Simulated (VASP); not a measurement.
# Zn (R-3m) in VASP: further runs

The runs below take Zn through single point, with PBEsol.

Everything below comes from runs of VASP 6.6.1. Logs are shortened: lines on timing, memory, paths and dates and some standing lists are left out, and cuts for length are marked.

### Step 1. The cell of the first run

It takes space group R-3m (No. 166, trigonal). The conventional cell has a = 3.723 Å, b = 3.723 Å, c = 3.390 Å, α = 90.00°, β = 90.00°, γ = 120.00°. Within 3.2 Å of Zn (site symmetry -3m) lie 12 Zn at 2.43 to 3.12 Å.

### Step 2. Single point, PBEsol

File INCAR:

```
SYSTEM = Zn
PREC = Accurate
ENCUT = 520
EDIFF = 1E-6
ISMEAR = 0
SIGMA = 0.15
LREAL = .FALSE.
LASPH = .TRUE.
NELM = 80
ALGO = Fast
ISIF = 2
LWAVE = .FALSE.
LCHARG = .FALSE.
GGA = PS
NBANDS = 12
```

File KPOINTS:

```
regular mesh
0
G
  22 22 22
  0 0 0
```

File POSCAR:

```
Zn
1.0
   -1.1025801621      1.5299232095      1.5299232095
    1.5299232095     -1.1025801621      1.5299232095
    1.5299232095      1.5299232095     -1.1025801621
Zn
1
Direct
    0.0000000000      0.0000000000      0.0000000000
```

Potentials or basis: VASP PAW PBE potentials, release 64 (Zn).

Launch:

```console
cat potpaw_PBE.64/Zn/POTCAR > POTCAR
mpirun -np 1 vasp_std > vasp.out
```

OUTCAR:

```text
SYSTEM = Zn
   PREC = Accurate
   ENCUT = 520
   EDIFF = 1E-6
   ISMEAR = 0
   LREAL = .FALSE.
   LASPH = .TRUE.
   NELM = 80
   ISIF = 2
   GGA = PS

 ion  position               nearest neighbor table
   1  0.000  0.000  0.000-

  LATTYP: Found a trigonal (rhomboedric) cell.
 ALAT       =     2.4283766322
 COS(alpha) =    -0.1751837620

  Lattice vectors:

 A1 = (  -1.1025801621,   1.5299232095,   1.5299232095)
 A2 = (   1.5299232095,  -1.1025801621,   1.5299232095)
 A3 = (   1.5299232095,   1.5299232095,  -1.1025801621)

Analysis of symmetry for initial positions (statically):
=====================================================================
 Subroutine PRICEL returns:
 Original cell was already a primitive cell.

 Routine SETGRP: Setting up the symmetry group for a
 trigonal (rhombohedral) supercell.

 Subroutine GETGRP returns: Found 12 space group operations
 (whereof 12 operations were pure point group operations)
 out of a pool of 12 trial point group operations.

The static configuration has the point symmetry D_3d.

Analysis of symmetry for dynamics (positions and initial velocities):
=====================================================================
 Subroutine PRICEL returns:
 Original cell was already a primitive cell.

 Routine SETGRP: Setting up the symmetry group for a
 trigonal (rhombohedral) supercell.

 Subroutine GETGRP returns: Found 12 space group operations
 (whereof 12 operations were pure point group operations)
 out of a pool of 12 trial point group operations.

The dynamic configuration has the point symmetry D_3d.

 Subroutine INISYM returns: Found 12 space group operations
 (whereof 12 operations are pure point group operations),
 and found     1 'primitive' translations

----------------------------------------------------------------------------------------

                                     Primitive cell

  volume of cell :      13.5640

  direct lattice vectors                    reciprocal lattice vectors
    -1.102580162  1.529923209  1.529923209    -0.082938810  0.296927750  0.296927750
     1.529923209 -1.102580162  1.529923209     0.296927750 -0.082938810  0.296927750
     1.529923209  1.529923209 -1.102580162     0.296927750  0.296927750 -0.082938810

  length of vectors
     2.428376632  2.428376632  2.428376632     0.428031569  0.428031569  0.428031569

  position of ions in fractional coordinates (direct lattice)
     0.000000000  0.000000000  0.000000000

  ion indices of the primitive-cell ions
   primitive index   ion index
                 1           1

----------------------------------------------------------------------------------------

 KPOINTS: regular mesh

Automatic generation of k-mesh.
 Grid dimensions read from file:
 generate k-points for:   22   22   22

 Generating k-lattice:

  Cartesian coordinates                     Fractional coordinates (reciprocal lattice)
    -0.003769946  0.013496716  0.013496716     0.045454545  0.000000000  0.000000000
     0.013496716 -0.003769946  0.013496716     0.000000000  0.045454545  0.000000000
     0.013496716  0.013496716 -0.003769946     0.000000000  0.000000000  0.045454545

  Length of vectors
     0.019455980  0.019455980  0.019455980

  Shift w.r.t. Gamma in fractional coordinates (k-lattice)
     0.000000000  0.000000000  0.000000000

 Subroutine IBZKPT returns following result:
 ===========================================

 Found   1024 irreducible k-points:

 Following reciprocal coordinates:
            Coordinates               Weight
  0.000000  0.000000  0.000000      1.000000
  0.045455  0.000000 -0.000000      6.000000
  0.090909  0.000000 -0.000000      6.000000
  0.136364  0.000000  0.000000      6.000000
  0.181818  0.000000  0.000000      6.000000
  0.227273  0.000000  0.000000      6.000000
[... 16 lines left out ...]
  0.500000  0.045455 -0.000000     12.000000
 -0.454545  0.045455 -0.000000     12.000000
 [... further k-points ...]
   k-points           NKPTS =   1024   k-points in BZ     NKDIM =   1024   number of bands    NBANDS=     12
   number of dos      NEDOS =    301   number of ions     NIONS =      1
   total plane-waves  NPLWV =   5832
   dimension x,y,z NGX =    18 NGY =   18 NGZ =   18
   dimension x,y,z NGXF=    36 NGYF=   36 NGZF=   36
   ions per type =               1
   NGX,Y,Z   is equivalent  to a cutoff of  12.32, 12.32, 12.32 a.u.
   NGXF,Y,Z  is equivalent  to a cutoff of  24.65, 24.65, 24.65 a.u.
 SYSTEM =  Zn
   PREC   = accura    normal or accurate (medium, high low for compatibility)
   ISTART =      0    job   : 0-new  1-cont  2-samecut
   ICHARG =      2    charge: 1-file 2-atom 10-const
   ISPIN  =      1    spin polarized calculation?
   LNONCOLLINEAR =      F non collinear calculations
   LSORBIT =      F    spin-orbit coupling
   LASPH  =      T    aspherical Exc in radial PAW
   ENCUT  =  520.0 eV  38.22 Ry    6.18 a.u.   4.52  4.52  4.52*2*pi/ulx,y,z
   NELM   =     80;   NELMIN=  2; NELMDL= -5     # of ELM steps
   EDIFF  = 0.1E-05   stopping-criterion for ELM
   LREAL  =      F    real-space projection
   EDIFFG = 0.1E-04   stopping-criterion for IOM
   NSW    =      0    number of steps for IOM
   IBRION =     -1    ionic relax: 0-MD 1-quasi-New 2-CG
   NFREE  =      0    steps in history (QN), initial steepest desc. (CG)
   ISIF   =      2    stress and relaxation
   ISYM   =      2    0-nonsym 1-usesym 2-fastsym
   POTIM  = 0.5000    time-step for ionic-motion
   TEBEG  =    0.0;   TEEND  =   0.0 temperature during run
   PSTRESS=    0.0 pullay stress
   NELECT =      12.0000    total number of electrons
   NUPDOWN=      -1.0000    fix difference up-down
   EMIN   =  10.00;   EMAX   =-10.00  energy-range for DOS
   EFERMI =   0.00;   METHOD = LEGACY
   ISMEAR =     0;   SIGMA  =   0.15  broadening in eV -4-tet -1-fermi 0-gaus
   EFERMI_NEDOS =   21; number of points for ismear=-14 and -15
   IALGO  =     68    algorithm
   IMIX   =      4    mixing-type and parameters
     AMIX     =   0.40;   BMIX     =  1.00
     AMIX_MAG =   1.60;   BMIX_MAG =  1.00
  volume/ion in A,a.u.               =      13.56        91.53
  Fermi-wavevector in a.u.,A,eV,Ry     =   1.571590  2.969875 33.604973  2.469896
  Thomas-Fermi vector in A             =   2.673151
   LORBIT       =      0    0 simple, 1 ext, 2 COOP (PROOUT), +10 PAW based schemes
   GGA     = PS    functional components
   LHFCALC =     F    Hartree Fock is set to
   AEXX    =    0.0000 exact exchange contribution
   IVDW    =     0    specifies the selected vdW correction
   LEPSILON=     F    determine dielectric tensor
   LRPA    =     F    only Hartree local field effects (RPA)
 non-spin polarized calculation
 RMM-DIIS sequential band-by-band and
 Gauss-broadening in eV      SIGMA  =   0.15
  energy-cutoff  :      520.00
  volume of cell :       13.56
 maximum number of plane-waves:       383
   NGX =  9   NGY =  9   NGZ =  9

 number of electron      11.9999976 magnetization

 Free energy of the ion-electron system (eV)
  ---------------------------------------------------
  ext. energy  EPLUGINS =         0.00000000
  ---------------------------------------------------
  free energy    TOTEN  =        -1.26177074 eV

  energy without entropy =       -1.25862524  energy(sigma->0) =       -1.26019799

 E-fermi :   3.5529     XC(G=0): -12.2791

 val. band max:        3.5458239606   @ k =  -0.3636   0.5000   0.2273
 cond. band min:       3.5594290078   @ k =  -0.4545   0.4545   0.2273
 fundamental gap:      0.0136050472
 Fermi energy:         3.5529008484

 k-point     1 :       0.0000    0.0000    0.0000
  band No.  band energies     occupation
      1      -7.5811      2.00000
      2      -5.0812      2.00000
      3      -5.0812      2.00000
      4      -3.6221      2.00000
      5      -3.4927      2.00000
      6      -3.4927      2.00000
      7      19.2851      0.00000
      8      19.6286      0.00000
      9      19.6286      0.00000
     10      22.5912      0.00000
     11      22.5912      0.00000
     12      26.3544      0.00000

 k-point     2 :       0.0455    0.0000   -0.0000
  band No.  band energies     occupation
      1      -7.5224      2.00000
      2      -5.0791      2.00000
      3      -5.0659      2.00000
      4      -3.6259      2.00000
      5      -3.5001      2.00000
      6      -3.4959      2.00000
      7      18.3524      0.00000
      8      19.4280      0.00000
      9      19.6082      0.00000
     10      22.7169      0.00000
     11      23.5376      0.00000
     12      26.7197      0.00000

 k-point     3 :       0.0909    0.0000   -0.0000
  band No.  band energies     occupation
      1      -7.3483      2.00000
      2      -5.0734      2.00000
      3      -5.0197      2.00000
      4      -3.6384      2.00000
      5      -3.5214      2.00000
      6      -3.5033      2.00000
      7      16.3875      0.00000
      8      19.4688      0.00000
      9      19.5633      0.00000
     10      23.0771      0.00000
     11      24.7068      0.00000
     12      27.9921      0.00000
[... 286 lines left out ...]
 k-point    23 :       0.5000    0.0455   -0.0000
  band No.  band energies     occupation
      1      -5.2386      2.00000
      2      -5.0245      2.00000
      3      -3.8149      2.00000
      4      -3.7615      2.00000
      5      -3.4847      2.00000
      6      -0.2921      2.00000
      7       1.3688      2.00000
      8      19.6874      0.00000
      9      20.6784      0.00000
     10      24.1303      0.00000
     11      26.3584      0.00000
     12      30.9118      0.00000

 k-point    24 :      -0.4545    0.0455   -0.0000
  band No.  band energies     occupation
      1      -5.2462      2.00000
      2      -5.0193      2.00000
      3      -3.8327      2.00000
      4      -3.7655      2.00000
      5      -3.4870      2.00000
      6      -1.1283      2.00000
      7       2.3818      2.00000
      8      20.2437      0.00000
      9      20.7634      0.00000
     10      24.0081      0.00000
     11      26.0113      0.00000
     12      29.5278      0.00000

 [... further k-points ...]

------------------------ aborting loop because EDIFF is reached ----------------------------------------

  FORCE on cell =-STRESS in cart. coord.  units (eV):
  Direction    XX          YY          ZZ          XY          YZ          ZX
  --------------------------------------------------------------------------------------
  -------------------------------------------------------------------------------------
  Total        1.4706571      1.4706571      1.4706571     -0.4743389     -0.4743389     -0.4743389
  in kB      173.7137632    173.7137632    173.7137632    -56.0288284    -56.0288284    -56.0288284
  external PRESSURE =     173.7137632 kB  Pullay stress =       0.0000000 kB

 VOLUME and BASIS-vectors are now :
 -----------------------------------------------------------------------------
  energy-cutoff  :      520.00
  volume of cell :       13.56
      direct lattice vectors                 reciprocal lattice vectors
    -1.102580162  1.529923209  1.529923209    -0.082938810  0.296927750  0.296927750
     1.529923209 -1.102580162  1.529923209     0.296927750 -0.082938810  0.296927750
     1.529923209  1.529923209 -1.102580162     0.296927750  0.296927750 -0.082938810

 POSITION                                       TOTAL-FORCE (eV/Angst)
 -----------------------------------------------------------------------------------
      0.00000      0.00000      0.00000        -0.000000      0.000000     -0.000000
 -----------------------------------------------------------------------------------
    total drift:                                0.000000     -0.000000      0.000000

  FREE ENERGIE OF THE ION-ELECTRON SYSTEM (eV)
  ---------------------------------------------------
  free  energy   TOTEN  =        -1.2617707381 eV

  energy  without entropy=       -1.2586252405  energy(sigma->0) =       -1.26019799
```

Wall time 52 s (1 thread of Intel Xeon 6975P-C (Granite Rapids), shared host); peak memory 0.25 GiB.

Results:

```
Free energy            : -1.2618 eV
Pressure               : 17.4 GPa
Band gap on the k mesh : zero (band 6 reaches 8.50 eV, above the bottom of band 7 at 1.30 eV)
```

Levels at points of the mesh, in eV from the Fermi level:
```csv
k point,band 3,band 4,band 5,band 6,band 7,band 8,band 9,band 10
"(0.00, 0.00, 0.00)",-8.63,-7.18,-7.05,-7.05,15.73,16.08,16.08,19.04
"(0.50, 0.00, 0.00)",-7.33,-7.30,-7.03,-3.90,-2.25,16.98,17.15,20.01
"(0.50, 0.50, 0.00)",-7.43,-7.27,-6.61,-0.86,2.76,4.74,9.56,21.09
"(0.50, 0.50, 0.50)",-7.88,-6.61,-6.61,4.94,4.94,7.38,10.43,10.43
```

Caveat: the PAW data sets were made with another functional, which shifts forces and pressure a little.

### Step 3. Single point, PBEsol

This run uses another cell than the first one, of the same volume but with other edges.

File INCAR:

```
  PREC = Accurate
  ENCUT = 520
  EDIFF = 1E-6
  ISMEAR = 0
  SIGMA = 0.15
  LREAL = F
  LASPH = T
  NELM = 80
  ALGO = Fast
  ISIF = 2
  LWAVE = F
  LCHARG = F
  GGA = PS
  NBANDS = 12
```

File KPOINTS:

```
regular mesh
0
Gamma
  22 22 22
```

File POSCAR:

```
Zn
1.0
   -1.9019918126      1.5275952274      1.5275952274
    1.5275952274     -1.9019918126      1.5275952274
    1.5275952274      1.5275952274     -1.9019918126
Zn
1
Direct
    0.0000000000      0.0000000000      0.0000000000
```

Potentials or basis: VASP PAW PBE potentials, release 64 (Zn).

Launch:

```console
cat potpaw_PBE.64/Zn/POTCAR > POTCAR
mpirun -np 1 vasp_std > vasp.out
```

Wall time 60 s (1 thread of Intel Xeon 6975P-C (Granite Rapids), shared host); peak memory 0.27 GiB.

The run converged. Its results:

```
Free energy            : -0.4358 eV
Pressure               : 44.2 GPa
Band gap on the k mesh : zero (band 6 reaches 7.33 eV, above the bottom of band 7 at 0.44 eV)
```

Stress tensor (GPa, compression positive):
```
44.19 46.13 46.13
46.13 44.19 46.13
46.13 46.13 44.19
```

Levels at points of the mesh, in eV from the Fermi level:
| k point | band 2 | band 3 | band 4 | band 5 | band 6 | band 7 | band 8 | band 9 | band 10 | band 11 |
| --- | --- | --- | --- | --- | --- | --- | --- | --- | --- | --- |
| (0.00, 0.00, 0.00) | -9.54 | -7.96 | -7.96 | -6.75 | -6.75 | 12.82 | 12.82 | 16.40 | 17.61 | 17.61 |
| (0.50, 0.00, 0.00) | -8.84 | -7.50 | -7.31 | -6.57 | -0.36 | 3.97 | 11.76 | 13.93 | 16.51 | 18.03 |
| (0.50, 0.50, 0.00) | -8.64 | -7.35 | -6.74 | -6.69 | -4.06 | -3.05 | 7.37 | 12.24 | 28.66 | 32.03 |
| (0.50, 0.50, 0.50) | -9.26 | -7.26 | -7.26 | -6.24 | 3.84 | 7.32 | 7.32 | 10.75 | 10.75 | 11.45 |

Caveat: the PAW data sets were made with another functional, which shifts forces and pressure a little.

[end of part 1 of 2]
